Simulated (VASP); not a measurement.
**InPd: single point with PBEsol**

The system is InPd.

```
CELL_PARAMETERS angstrom
3.20881 0.00000 0.00000
0.00000 3.20881 0.00000
0.00000 0.00000 3.32228
ATOMIC_POSITIONS crystal
In 0.99503 0.00000 0.00000
Pd 0.50536 0.50000 0.50000
```

This cell differs from its parent crystal: mode 4 frozen in at -0.017 Å, strain +e along z and -e/2 along x and y +0.0233.

```yaml
Program: VASP 6.6.1
Task: single point
Functional: PBEsol
Potentials_or_basis: VASP PAW PBE potentials, release 64 (In_d, Pd)
Cutoff: 520 eV
k_mesh: 14 × 14 × 14
Occupations: gaussian, width 0.15 eV
Spin: no spin polarisation
Dipole_correction: no
Further_INCAR_settings: ALGO = Fast; EDIFF = 1e-07; NBANDS = 18
```

```json
{
  "Pressure": "0.3 GPa",
  "Largest force": "0.140 eV/Å"
}
```

Forces in eV/Å, atoms in the order of the input:
```
In   0.140  0.000  0.000
Pd  -0.140  0.000  0.000
```

Stress tensor (GPa, compression positive):
```
 0.57  0.00  0.00
 0.00  0.61  0.00
 0.00  0.00 -0.33
```

Levels at points of the mesh, in eV from the Fermi level:
```csv
k point,band 9,band 10,band 11,band 12,band 13,band 14,band 15,band 16
"(0.00, 0.00, 0.00)",-2.41,-2.41,-2.31,3.51,4.48,4.49,9.36,10.74
"(0.50, 0.00, 0.00)",-3.56,-3.34,-2.49,-1.06,9.27,9.68,10.03,10.22
"(0.00, 0.50, 0.00)",-3.57,-3.34,-2.49,-1.06,9.28,9.67,10.02,10.21
"(0.50, 0.50, 0.00)",-2.88,-2.40,-2.39,-1.69,1.64,2.70,9.08,10.95
"(0.00, 0.00, 0.50)",-3.35,-3.34,-2.39,-1.43,9.66,9.73,10.09,10.95
"(0.50, 0.00, 0.50)",-2.74,-2.66,-2.47,-1.82,1.43,2.35,9.79,11.43
"(0.00, 0.50, 0.50)",-2.76,-2.64,-2.46,-1.82,1.43,2.36,9.79,11.43
"(0.50, 0.50, 0.50)",-1.81,-1.66,-0.08,3.72,3.72,3.74,4.28,4.31
```

Wall time 3.1 min on 1 thread of Intel Xeon 6975P-C, on a shared host, peak memory 0.42 GiB.

Caveat: the cell differs from its parent crystal (mode 4 frozen in at -0.017 Å, strain +e along z and -e/2 along x and y +0.0233); the PAW data sets were made with another functional, which shifts forces and pressure a little; spin-orbit coupling is left out, which moves the levels of the heavy elements.
